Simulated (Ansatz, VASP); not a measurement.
**Two plane-wave programs on NaH2**

```
Na H
1.0
     3.43593    0.00000    0.00000
    -1.71797    2.97560    0.00000
     0.00000    0.00000    3.83072
Na H
1 2
Direct
  0.00000 0.00000 0.42195
  0.33333 0.66667 0.92278
  0.00000 0.00000 0.92206
```

Alike in both runs: functional PBE; k mesh 9 × 9 × 4; occupations gaussian, width 0.1 eV; no spin polarisation.

Ansatz relaxed the structure, and its values are those at the end. VASP's run is a single point on that final structure, the one shown.

|  | VASP | Ansatz |
| --- | --- | --- |
| version | VASP 6.6.1 | Ansatz 0.2.0 |
| potentials or method | VASP PAW PBE potentials, release 64 (Na_pv, H), cutoff 500 eV | scalar-relativistic, plane waves, PAW |
| valence electrons in the cell | 9 | 11 |

Ansatz gave:

- gap on the k mesh at the Fermi level (eV): none
- pressure (GPa): 0.1

Task: What did VASP give for the same quantities?

Result: gap on the k mesh at the Fermi level (eV): none; pressure (GPa): 0.0.

A gap of «none» marks a metal or a gap that the smearing closes. VASP's potentials hold 9 valence electrons a cell and Ansatz's 11, so a difference there can come from the potentials and not from the codes.

The k mesh is coarse, so the values compare programs but aren't converged.
